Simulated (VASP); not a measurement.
# ErH (Fm-3m) in VASP: a series of runs

The runs below take ErH through single point, with PBEsol.

All numbers are computed with VASP 6.6.1; they aren't measurements. Logs are shortened: lines on timing, memory, paths and dates and some standing lists are left out, and cuts for length are marked.

## 1. The cell of the first run

It takes space group Fm-3m (No. 225, cubic). The conventional cell has a = 4.872 Å, b = 4.872 Å, c = 4.872 Å, α = 90.00°, β = 90.00°, γ = 90.00°. Within 3.2 Å of Er (site symmetry m-3m) lie 6 H at 2.44 Å. H (site symmetry m-3m) has 6 Er at 2.44 Å within 3.2 Å.

## 2. Single point, PBEsol, collinear spin, ferromagnetic start

File INCAR:

```
  PREC = Accurate
  ENCUT = 600
  EDIFF = 1E-6
  ISMEAR = -1
  SIGMA = 0.05
  LREAL = F
  LASPH = T
  NELM = 200
  ALGO = Normal
  ISIF = 2
  LWAVE = F
  LCHARG = F
  ISPIN = 2
  MAGMOM = 3 0
  LORBIT = 11
  LMAXMIX = 6
  GGA = PS
  NBANDS = 22
  GGA_COMPAT = F
```

File KPOINTS:

```
regular mesh
0
Gamma
  3 3 3
```

File POSCAR:

```
ErH
1.0
    0.0000000000      2.4358500000      2.4358500000
    2.4358500000      0.0000000000      2.4358500000
    2.4358500000      2.4358500000      0.0000000000
Er H
1 1
Direct
    0.0000000000      0.0000000000      0.0000000000
    0.5000000000      0.5000000000      0.5000000000
```

Potentials or basis: VASP PAW PBE potentials, release 64 (Er, H).

Command:

```bash
cat potpaw_PBE.64/Er/POTCAR potpaw_PBE.64/H/POTCAR > POTCAR
mpirun -np 1 vasp_std > vasp.out
```

OUTCAR:

```text
PREC = Accurate
   ENCUT = 600
   EDIFF = 1E-6
   ISMEAR = -1
   LREAL = F
   LASPH = T
   NELM = 200
   ISIF = 2
   ISPIN = 2
   LORBIT = 11
   GGA = PS

 ion  position               nearest neighbor table
   1  0.000  0.000  0.000-
   2  0.500  0.500  0.500-

  LATTYP: Found a face centered cubic cell.
 ALAT       =     4.8717000000

  Lattice vectors:

 A1 = (   0.0000000000,   2.4358500000,   2.4358500000)
 A2 = (   2.4358500000,   0.0000000000,   2.4358500000)
 A3 = (   2.4358500000,   2.4358500000,   0.0000000000)

Analysis of symmetry for initial positions (statically):
=====================================================================
 Subroutine PRICEL returns:
 Original cell was already a primitive cell.

 Routine SETGRP: Setting up the symmetry group for a
 face centered cubic supercell.

 Subroutine GETGRP returns: Found 48 space group operations
 (whereof 48 operations were pure point group operations)
 out of a pool of 48 trial point group operations.

The static configuration has the point symmetry O_h .

Analysis of symmetry for dynamics (positions and initial velocities):
=====================================================================
 Subroutine PRICEL returns:
 Original cell was already a primitive cell.

 Routine SETGRP: Setting up the symmetry group for a
 face centered cubic supercell.

 Subroutine GETGRP returns: Found 48 space group operations
 (whereof 48 operations were pure point group operations)
 out of a pool of 48 trial point group operations.

The dynamic configuration has the point symmetry O_h .

Analysis of structural, dynamic, and magnetic symmetry:
=====================================================================
 Subroutine PRICEL returns:
 Original cell was already a primitive cell.

 Routine SETGRP: Setting up the symmetry group for a
 face centered cubic supercell.

 Subroutine GETGRP returns: Found 48 space group operations
 (whereof 48 operations were pure point group operations)
 out of a pool of 48 trial point group operations.

The overall configuration has the point symmetry O_h .

 Subroutine INISYM returns: Found 48 space group operations
 (whereof 48 operations are pure point group operations),
 and found     1 'primitive' translations

[... 89 lines left out ...]
   EFERMI_NEDOS =   21; number of points for ismear=-14 and -15
   IALGO  =     38    algorithm
   IMIX   =      4    mixing-type and parameters
     AMIX     =   0.40;   BMIX     =  1.00
     AMIX_MAG =   1.60;   BMIX_MAG =  1.00
  volume/ion in A,a.u.               =      14.45        97.53
  Fermi-wavevector in a.u.,A,eV,Ry     =   1.517016  2.866745 31.311609  2.301338
  Thomas-Fermi vector in A             =   2.626328
   LORBIT       =     11    0 simple, 1 ext, 2 COOP (PROOUT), +10 PAW based schemes
   GGA     = PS    functional components
   LHFCALC =     F    Hartree Fock is set to
   AEXX    =    0.0000 exact exchange contribution
   IVDW    =     0    specifies the selected vdW correction
   LEPSILON=     F    determine dielectric tensor
   LRPA    =     F    only Hartree local field effects (RPA)
 spin polarized calculation
  energy-cutoff  :      600.00
  volume of cell :       28.91
 maximum number of plane-waves:       981
   NGX = 13   NGY = 13   NGZ = 13

 number of electron      23.0000004 magnetization       2.5341656

 Free energy of the ion-electron system (eV)
  ---------------------------------------------------
  ext. energy  EPLUGINS =         0.00000000
  ---------------------------------------------------
  free energy    TOTEN  =        -9.43277626 eV

  energy without entropy =       -9.35073342  energy(sigma->0) =       -9.39175484

 E-fermi :   2.8067     XC(G=0): -11.1486

 val. band max:        2.7913753223   @ k =   0.3333   0.0000   0.0000
 cond. band min:       2.8271954931   @ k =   0.3333   0.0000   0.0000
 fundamental gap:      0.0358201708
 Fermi energy:         2.8067412670

 spin component 1

 k-point     1 :       0.0000    0.0000    0.0000
  band No.  band energies     occupation
      1     -46.3324      1.00000
      2     -20.0229      1.00000
      3     -20.0229      1.00000
      4     -20.0229      1.00000
      5      -4.8285      1.00000
      6       0.1430      1.00000
[... 89 lines left out ...]
     21      16.9921      0.00000
     22      20.4252      0.00000
 Fermi energy:         2.8067412670

 spin component 2

 k-point     1 :       0.0000    0.0000    0.0000
  band No.  band energies     occupation
      1     -45.2470      1.00000
      2     -19.2400      1.00000
      3     -19.2400      1.00000
      4     -19.2400      1.00000
      5      -4.7328      1.00000
      6       2.4636      0.99895
[... 89 lines left out ...]
     21      17.2922      0.00000
     22      20.5375      0.00000

------------------------ aborting loop because EDIFF is reached ----------------------------------------

  FORCE on cell =-STRESS in cart. coord.  units (eV):
  Direction    XX          YY          ZZ          XY          YZ          ZX
  --------------------------------------------------------------------------------------
  -------------------------------------------------------------------------------------
  Total       -0.3625671     -0.3625671     -0.3625671     -0.0000000      0.0000000     -0.0000000
  in kB      -20.0963593    -20.0963593    -20.0963593     -0.0000000      0.0000000     -0.0000000
  external PRESSURE =     -20.0963593 kB  Pullay stress =       0.0000000 kB

 VOLUME and BASIS-vectors are now :
 -----------------------------------------------------------------------------
  energy-cutoff  :      600.00
  volume of cell :       28.91
      direct lattice vectors                 reciprocal lattice vectors
     0.000000000  2.435850000  2.435850000    -0.205267155  0.205267155  0.205267155
     2.435850000  0.000000000  2.435850000     0.205267155 -0.205267155  0.205267155
     2.435850000  2.435850000  0.000000000     0.205267155  0.205267155 -0.205267155

 POSITION                                       TOTAL-FORCE (eV/Angst)
 -----------------------------------------------------------------------------------
      0.00000      0.00000      0.00000        -0.000000     -0.000000     -0.000000
      2.43585      2.43585      2.43585         0.000000      0.000000      0.000000
 -----------------------------------------------------------------------------------
    total drift:                               -0.000000     -0.000000     -0.000000

  FREE ENERGIE OF THE ION-ELECTRON SYSTEM (eV)
  ---------------------------------------------------
  free  energy   TOTEN  =        -9.4327762629 eV

  energy  without entropy=       -9.3507334230  energy(sigma->0) =       -9.39175484

 total charge

# of ion       s       p       d       f       tot
--------------------------------------------------
    1        2.104   5.753   0.502  11.309  19.667
    2        0.502   0.009   0.000   0.000   0.511
--------------------------------------------------
tot          2.606   5.762   0.502  11.309  20.178

 magnetization (x)

# of ion       s       p       d       f       tot
--------------------------------------------------
    1        0.007  -0.020   0.022   2.492   2.501
    2        0.004   0.001   0.000   0.000   0.005
--------------------------------------------------
tot          0.011  -0.019   0.022   2.492   2.506
```

Wall time 96 s (1 thread of Intel Xeon 8259CL, shared host); peak memory 0.18 GiB.

What came out:

| Property | Result |
| --- | --- |
| Free energy | -9.4328 eV |
| Pressure | -2.0 GPa |
| Net moment | 2.53 μB per cell |
| Site moments | Er +2.50; H +0.01 μB |
| Valence electrons inside the program's atomic spheres | Er 19.67; H 0.51 |

Caveat: the k points lie up to 0.74 Å⁻¹ apart; the magnetic or orbital state may not be the lowest; the PAW data sets were made with another functional, which shifts forces and pressure a little; spin-orbit coupling is left out, which moves the levels of the heavy elements; semilocal functionals describe open f shells poorly, which spoils levels, moments and volumes.

## 3. Single point, PBEsol, collinear spin, ferromagnetic start

File INCAR:

```
SYSTEM = ErH
ALGO = Normal
EDIFF = 1E-6
ENCUT = 600
GGA = PS
GGA_COMPAT = .FALSE.
ISIF = 2
ISMEAR = -1
ISPIN = 2
LASPH = .TRUE.
LCHARG = .FALSE.
LMAXMIX = 6
LORBIT = 11
LREAL = .FALSE.
LWAVE = .FALSE.
MAGMOM = 3 0
NBANDS = 22
NELM = 200
PREC = Accurate
SIGMA = 0.05
```

File KPOINTS:

```
k-points
0
G
  4 4 4
  0 0 0
```

POSCAR is that of step 2.

Potentials or basis: VASP PAW PBE potentials, release 64 (Er, H).

Command:

```bash
cat potpaw_PBE.64/Er/POTCAR potpaw_PBE.64/H/POTCAR > POTCAR
mpirun -np 1 vasp_std > vasp.out
```

OUTCAR:

```text
SYSTEM = ErH
   EDIFF = 1E-6
   ENCUT = 600
   GGA = PS
   ISIF = 2
   ISMEAR = -1
   ISPIN = 2
   LASPH = .TRUE.
   LORBIT = 11
   LREAL = .FALSE.
   NELM = 200
   PREC = Accurate

 ion  position               nearest neighbor table
   1  0.000  0.000  0.000-
   2  0.500  0.500  0.500-

  LATTYP: Found a face centered cubic cell.
 ALAT       =     4.8717000000

  Lattice vectors:

 A1 = (   0.0000000000,   2.4358500000,   2.4358500000)
 A2 = (   2.4358500000,   0.0000000000,   2.4358500000)
 A3 = (   2.4358500000,   2.4358500000,   0.0000000000)

Analysis of symmetry for initial positions (statically):
=====================================================================
 Subroutine PRICEL returns:
 Original cell was already a primitive cell.

 Routine SETGRP: Setting up the symmetry group for a
 face centered cubic supercell.

 Subroutine GETGRP returns: Found 48 space group operations
 (whereof 48 operations were pure point group operations)
 out of a pool of 48 trial point group operations.

The static configuration has the point symmetry O_h .

Analysis of symmetry for dynamics (positions and initial velocities):
=====================================================================
 Subroutine PRICEL returns:
 Original cell was already a primitive cell.

 Routine SETGRP: Setting up the symmetry group for a
 face centered cubic supercell.

 Subroutine GETGRP returns: Found 48 space group operations
 (whereof 48 operations were pure point group operations)
 out of a pool of 48 trial point group operations.

The dynamic configuration has the point symmetry O_h .

Analysis of structural, dynamic, and magnetic symmetry:
=====================================================================
 Subroutine PRICEL returns:
 Original cell was already a primitive cell.

 Routine SETGRP: Setting up the symmetry group for a
 face centered cubic supercell.

 Subroutine GETGRP returns: Found 48 space group operations
 (whereof 48 operations were pure point group operations)
 out of a pool of 48 trial point group operations.

The overall configuration has the point symmetry O_h .

 Subroutine INISYM returns: Found 48 space group operations
 (whereof 48 operations are pure point group operations),
 and found     1 'primitive' translations

----------------------------------------------------------------------------------------

                                     Primitive cell

  volume of cell :      28.9056

  direct lattice vectors                    reciprocal lattice vectors
     0.000000000  2.435850000  2.435850000    -0.205267155  0.205267155  0.205267155
     2.435850000  0.000000000  2.435850000     0.205267155 -0.205267155  0.205267155
     2.435850000  2.435850000  0.000000000     0.205267155  0.205267155 -0.205267155

  length of vectors
     3.444812106  3.444812106  3.444812106     0.355533142  0.355533142  0.355533142

  position of ions in fractional coordinates (direct lattice)
     0.000000000  0.000000000  0.000000000
     0.500000000  0.500000000  0.500000000

  ion indices of the primitive-cell ions
   primitive index   ion index
                 1           1
[... 46 lines left out ...]
 SYSTEM =  ErH
   PREC   = accura    normal or accurate (medium, high low for compatibility)
   ISTART =      0    job   : 0-new  1-cont  2-samecut
   ICHARG =      2    charge: 1-file 2-atom 10-const
   ISPIN  =      2    spin polarized calculation?
   LNONCOLLINEAR =      F non collinear calculations
   LSORBIT =      F    spin-orbit coupling
   LASPH  =      T    aspherical Exc in radial PAW
   ENCUT  =  600.0 eV  44.10 Ry    6.64 a.u.   6.88  6.88  6.88*2*pi/ulx,y,z
   NELM   =    200;   NELMIN=  2; NELMDL= -5     # of ELM steps
   EDIFF  = 0.1E-05   stopping-criterion for ELM
   LREAL  =      F    real-space projection
   EDIFFG = 0.1E-04   stopping-criterion for IOM
   NSW    =      0    number of steps for IOM
   IBRION =     -1    ionic relax: 0-MD 1-quasi-New 2-CG
   NFREE  =      0    steps in history (QN), initial steepest desc. (CG)
   ISIF   =      2    stress and relaxation
   ISYM   =      2    0-nonsym 1-usesym 2-fastsym
   POTIM  = 0.5000    time-step for ionic-motion
   TEBEG  =    0.0;   TEEND  =   0.0 temperature during run
   PSTRESS=    0.0 pullay stress
   NELECT =      23.0000    total number of electrons
   NUPDOWN=      -1.0000    fix difference up-down
   EMIN   =  10.00;   EMAX   =-10.00  energy-range for DOS
   EFERMI =   0.00;   METHOD = LEGACY
   ISMEAR =    -1;   SIGMA  =   0.05  broadening in eV -4-tet -1-fermi 0-gaus
   EFERMI_NEDOS =   21; number of points for ismear=-14 and -15
   IALGO  =     38    algorithm
   IMIX   =      4    mixing-type and parameters
     AMIX     =   0.40;   BMIX     =  1.00
     AMIX_MAG =   1.60;   BMIX_MAG =  1.00
  volume/ion in A,a.u.               =      14.45        97.53
  Fermi-wavevector in a.u.,A,eV,Ry     =   1.517016  2.866745 31.311609  2.301338
  Thomas-Fermi vector in A             =   2.626328
   LORBIT       =     11    0 simple, 1 ext, 2 COOP (PROOUT), +10 PAW based schemes
   GGA     = PS    functional components
   LHFCALC =     F    Hartree Fock is set to
   AEXX    =    0.0000 exact exchange contribution
   IVDW    =     0    specifies the selected vdW correction
   LEPSILON=     F    determine dielectric tensor
   LRPA    =     F    only Hartree local field effects (RPA)
 spin polarized calculation
  energy-cutoff  :      600.00
  volume of cell :       28.91
 maximum number of plane-waves:       982
   NGX = 13   NGY = 13   NGZ = 13

 number of electron      23.0000004 magnetization       2.3427996

 Free energy of the ion-electron system (eV)
  ---------------------------------------------------
  ext. energy  EPLUGINS =         0.00000000
  ---------------------------------------------------
  free energy    TOTEN  =        -9.48246298 eV

  energy without entropy =       -9.40966914  energy(sigma->0) =       -9.44606606

 E-fermi :   3.0347     XC(G=0): -11.1401

 val. band max:        3.0180262536   @ k =   0.2500   0.2500   0.0000
 cond. band min:       3.0570816193   @ k =   0.0000   0.0000   0.0000
 fundamental gap:      0.0390553657
 Fermi energy:         3.0346985848

 spin component 1

 k-point     1 :       0.0000    0.0000    0.0000
  band No.  band energies     occupation
      1     -46.1541      1.00000
      2     -19.8759      1.00000
      3     -19.8759      1.00000
      4     -19.8759      1.00000
      5      -4.7942      1.00000
      6       0.4529      1.00000
[... 189 lines left out ...]
     21      19.5015      0.00000
     22      21.4623      0.00000
 Fermi energy:         3.0346985848

 spin component 2

 k-point     1 :       0.0000    0.0000    0.0000
  band No.  band energies     occupation
      1     -45.1170      1.00000
      2     -19.1395      1.00000
      3     -19.1394      1.00000
      4     -19.1394      1.00000
      5      -4.7967      1.00000
      6       2.7123      0.99842
[... 189 lines left out ...]
     21      19.6298      0.00000
     22      21.5573      0.00000

------------------------ aborting loop because EDIFF is reached ----------------------------------------

  FORCE on cell =-STRESS in cart. coord.  units (eV):
  Direction    XX          YY          ZZ          XY          YZ          ZX
  --------------------------------------------------------------------------------------
  -------------------------------------------------------------------------------------
  Total       -0.2814033     -0.2814033     -0.2814033     -0.0000000     -0.0000000      0.0000000
  in kB      -15.5976117    -15.5976117    -15.5976117     -0.0000000     -0.0000000      0.0000000
  external PRESSURE =     -15.5976117 kB  Pullay stress =       0.0000000 kB

 VOLUME and BASIS-vectors are now :
 -----------------------------------------------------------------------------
  energy-cutoff  :      600.00
  volume of cell :       28.91
      direct lattice vectors                 reciprocal lattice vectors
     0.000000000  2.435850000  2.435850000    -0.205267155  0.205267155  0.205267155
     2.435850000  0.000000000  2.435850000     0.205267155 -0.205267155  0.205267155
     2.435850000  2.435850000  0.000000000     0.205267155  0.205267155 -0.205267155

 POSITION                                       TOTAL-FORCE (eV/Angst)
 -----------------------------------------------------------------------------------
      0.00000      0.00000      0.00000        -0.000000      0.000000     -0.000000
      2.43585      2.43585      2.43585         0.000000     -0.000000      0.000000
 -----------------------------------------------------------------------------------
    total drift:                               -0.000000     -0.000000     -0.000000

  FREE ENERGIE OF THE ION-ELECTRON SYSTEM (eV)
  ---------------------------------------------------
  free  energy   TOTEN  =        -9.4824629805 eV

  energy  without entropy=       -9.4096691353  energy(sigma->0) =       -9.44606606

 total charge

# of ion       s       p       d       f       tot
--------------------------------------------------
    1        2.108   5.754   0.478  11.351  19.690
    2        0.498   0.009   0.000   0.000   0.507
--------------------------------------------------
tot          2.606   5.763   0.478  11.351  20.197

 magnetization (x)

# of ion       s       p       d       f       tot
--------------------------------------------------
    1        0.003  -0.027  -0.005   2.426   2.398
    2       -0.001   0.000   0.000   0.000  -0.001
--------------------------------------------------
tot          0.002  -0.027  -0.005   2.426   2.397
```

It took 2 min on 1 thread of Intel Xeon 8259CL, shared host; peak memory 0.19 GiB.

Results:

* Free energy: -9.4825 eV
* Pressure: -1.6 GPa
* Net moment: 2.34 μB per cell
* Site moments: Er +2.40; H -0.00 μB
* Valence electrons inside the program's atomic spheres: Er 19.69; H 0.51

Caveat: the k points lie up to 0.56 Å⁻¹ apart; the magnetic or orbital state may not be the lowest; the PAW data sets were made with another functional, which shifts forces and pressure a little; spin-orbit coupling is left out, which moves the levels of the heavy elements; semilocal functionals describe open f shells poorly, which spoils levels, moments and volumes.
